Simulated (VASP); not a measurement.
Set up this calculation in VASP 6.6.1, as the native input.

```
Task                   : single point
Functional             : PBE
Dispersion             : D3(BJ)
Potentials or basis    : VASP PAW PBE potentials, release 64 (O, Ti_sv, H, Cl)
Cutoff                 : 520 eV
k mesh                 : 3 × 3 × 1
Occupations            : gaussian, width 0.05 eV
Spin                   : no spin polarisation
Dipole correction      : yes
Further INCAR settings : LREAL = Auto; ALGO = Normal; EDIFF = 1e-06; NBANDS = 130
```

The structure of Ti8H5ClO18 lies in POSCAR:

```
Ti8H5ClO18
1.0
    5.9085268479      0.0000000000      0.0000000000
    0.0000000000      6.5169368653      0.0000000000
    0.0000000000      0.0000000000     25.2883098196
O Ti H Cl
18 8 5 1
Direct
    0.0000000000      0.0000000000      0.3163517079
    0.5000000000      0.0000000000      0.3163517079
    0.2500000000      0.3043792190      0.3667642617
    0.7500000000      0.3043792190      0.3667642617
    0.2500000000      0.6956207810      0.3667642617
    0.7500000000      0.6956207810      0.3667642617
    0.0000000000      0.0000000000      0.4171768154
    0.5000000000      0.0000000000      0.4171768154
    0.0000000000      0.5000000000      0.4452044646
    0.5000000000      0.5000000000      0.4452044646
    0.2497817070      0.8090684231      0.4946484190
    0.7491697878      0.8088459540      0.4942857216
    0.2508313067      0.1930270857      0.5023283004
    0.7507804402      0.1928944527      0.5023888414
    0.0004212585      0.5203487286      0.5460682677
    0.5002977084      0.5219918624      0.5458039560
    0.0007841123     -0.0790227468      0.5795243731
    0.5058815548     -0.0761164470      0.5805423693
    0.0000000000      0.5000000000      0.3667642617
    0.5000000000      0.5000000000      0.3667642617
    0.2500000000      0.0000000000      0.3667642617
    0.7500000000      0.0000000000      0.3667642617
    0.0039511467     -0.0009101855      0.4908218690
    0.5040147223     -0.0018067121      0.4906042118
    0.2509925587      0.4984910848      0.5007132256
    0.7505097490      0.4982549044      0.5010743467
    0.8496081207     -0.0436074090      0.5926846093
    0.3602079701     -0.0317330026      0.5951279052
    0.9971892442      0.7683757106      0.5749894377
    0.4935590284      0.7717160760      0.5763272284
    0.3320728037      0.2805634343      0.6945182287
    0.2131859553      0.3305369755      0.6536848426
```

One way to write it, as run:

INCAR

```
SYSTEM = Ti8H5ClO18
  PREC = Accurate
  ENCUT = 520
  EDIFF = 1E-6
  ISMEAR = 0
  SIGMA = 0.05
  LREAL = Auto
  LASPH = .True.
  NELM = 100
  ALGO = Normal
  ISIF = 2
  LWAVE = .False.
  LCHARG = .False.
  LDIPOL = .True.
  IDIPOL = 3
  DIPOL = 0.5 0.5 0.475
  GGA = PE
  IVDW = 12
  NBANDS = 130
```

KPOINTS

```
regular mesh
0
Gamma
  3 3 1
  0 0 0
```

Potentials or basis: VASP PAW PBE potentials, release 64 (O, Ti_sv, H, Cl).

The run is started by

```bash
$ cat potpaw_PBE.64/O/POTCAR potpaw_PBE.64/Ti_sv/POTCAR potpaw_PBE.64/H/POTCAR potpaw_PBE.64/Cl/POTCAR > POTCAR
$ mpirun -np 1 vasp_std > vasp.out
```

Results of the run:

- Largest force: 4.505 eV/Å
- Band gap on the k mesh: 1.58 eV
- Dispersion energy per atom: -0.148 eV

Run time: 22 min on 1 thread of Intel(R) Xeon(R) Platinum 8488C (Sapphire Rapids) (shared host), peak memory 1.1 GiB.
